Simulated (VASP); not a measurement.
Runs of VASP 6.6.1 on Au. The structure is that of space group Im-3m (No. 229), or close to it. The cells are those of the table. 

| task | cell | cutoff (eV) | gap on the mesh (eV) | pressure (GPa) |
| --- | --- | --- | --- | --- |
| single point | a = 2.832 Å, angles 70.5, 109.5, 70.5°, 1 atom | 520 | none | 4.8 |
| single point | a = 2.762 Å, angles 70.5, 109.5, 70.5°, 1 atom | 520 | none | (a) |
| relaxation of cell and atoms | relaxed from a = 2.797 Å, angles 70.5, 109.5, 70.5°, 1 atom | 600 | none | 0.0 |
| relaxation of cell and atoms | relaxed to 20 GPa from a = 2.797 Å, angles 70.5, 109.5, 70.5°, 1 atom | 600 | none | 20.0 |
| relaxation of cell and atoms | relaxed to 5 GPa from a = 2.797 Å, angles 70.5, 109.5, 70.5°, 1 atom | 600 | none | 5.0 |

Alike in all rows: level PBE; potentials or basis VASP PAW PBE potentials, release 64 (Au); no spin polarisation; k mesh 11 × 11 × 11; smearing gaussian 0.1 eV.

**Question.** Estimate the missing entries.

**Answer.** (a) 19.6.

Caveats: spin-orbit coupling is left out, which moves the levels of the heavy elements; the cell is relaxed towards a set pressure, so the enthalpy falls and the energy may rise (some runs).

A k mesh can miss the band edges, and the runs leave out spin-orbit coupling on Au.

A gap of «none» marks levels without a gap at the run's occupations.
